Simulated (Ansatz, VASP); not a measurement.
**Two plane-wave programs on Pd**

```
Pd
1.0
     2.59988    0.00000    0.00000
     0.00000    2.59988    0.00000
     0.00000    0.00000    2.59988
Pd
1
Direct
  0.00000 0.00000 0.00000
```

Alike in both runs: task single point; functional revPBE; k mesh 13 × 13 × 13; occupations fermi-dirac, width 0.05 eV; collinear spin.

|  | VASP | Ansatz |
| --- | --- | --- |
| version | VASP 6.6.1 | Ansatz 0.2.0 |
| potentials or method | VASP PAW PBE potentials, release 64 (Pd), cutoff 520 eV | plane waves (420 eV) with PAW, scalar-relativistic |
| valence electrons in the cell | 10 | 18 |

Ansatz gave:

| Item | Value |
| --- | --- |
| pressure (GPa) | 4.7 |
| net moment per atom (μB) | 0.00 |

Question: Estimate VASP's values.

Answer: Pressure (GPa): 4.4; net moment per atom (μB): 0.00.

VASP's potentials were made for PBE, not for revPBE. VASP's potentials hold 10 valence electrons a cell and Ansatz's 18, so a difference there can come from the potentials and not from the codes. Ansatz's warnings: seeded moment not kept.
